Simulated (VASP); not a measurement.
Input of a VASP 6.6.1 run:

The input INCAR:

```
SYSTEM = Ta8C9
PREC = Accurate ; ENCUT = 520
EDIFF = 1E-6 ; ISMEAR = -1
SIGMA = 0.15 ; LREAL = Auto
LASPH = .TRUE. ; NELM = 60
ALGO = Normal ; ISIF = 2
LWAVE = .FALSE. ; LCHARG = .FALSE.
NBANDS = 76
```

File KPOINTS:

```
Automatic mesh
0
G
  2 2 2
  0 0 0
```

Contents of POSCAR:

```
Ta8C9
1.0
    0.0000000000      4.4900000000      4.4900000000
    4.4900000000      0.0000000000      4.4900000000
    4.4900000000      4.4900000000      0.0000000000
Ta C
8 9
Direct
   -0.0440311804     -0.0035857461      0.0036080178
   -0.0256681514      0.0654008909      0.4541536748
   -0.0568930958      0.5577394209      0.0380066815
   -0.0607461024      0.5724387528      0.5142427617
    0.4748886414      0.0142204900      0.0249554566
    0.4546770601      0.0637861915      0.4995991091
    0.4581625835      0.5353118040     -0.0100779510
    0.4554677060      0.5356236080      0.5078953229
    0.2218708241      0.3326726058      0.2382850780
    0.1907015590      0.3123273942      0.7752004454
    0.2199443207      0.7554454343      0.2786525612
    0.2001559020      0.7888641425      0.7486859688
    0.6817037862      0.3015256125      0.2611024499
    0.6899220490      0.2805011136      0.7601670379
    0.7060690423      0.7770935412      0.2882071269
    0.7010467706      0.8343652561      0.7250111359
    0.0759799555      0.2083853007      0.0405233853
```

Potentials or basis: VASP PAW LDA potentials, release 64 (Ta_pv, C).

Command:

```sh
$ cat potpaw_LDA.64/Ta_pv/POTCAR potpaw_LDA.64/C/POTCAR > POTCAR
$ mpirun -np 1 vasp_std > vasp.out
```

What does it give for the band gap on the k mesh?

Zero (bands 62 and 63 overlap by 0.71 eV).

Predict the pressure.

7.0 GPa.

Forces in eV/Å, atoms in the order of the input:
```
Ta   1.323 -1.229  0.019
Ta   0.014  0.476  0.039
Ta   0.983 -2.757  1.373
Ta  -0.886  0.731 -0.118
Ta  -0.152 -0.092  0.157
Ta  -0.991 -0.623 -0.888
Ta   1.512  1.148  0.903
Ta   0.874  0.591  0.895
C    0.142  1.044 -3.094
C   -1.245 -0.148 -0.682
C   -0.366 -1.455  0.205
C   -0.394 -0.418  1.069
C   -0.152 -0.723  0.410
C   -0.661  1.062  1.701
C    1.085 -2.158 -0.234
C    0.188  2.094 -1.109
C   -1.274  2.458 -0.645
```

Caveat: the k points lie up to 0.61 Å⁻¹ apart, too coarse for converged energies and pressures of a metal; spin-orbit coupling is left out, which moves the levels of the heavy elements.
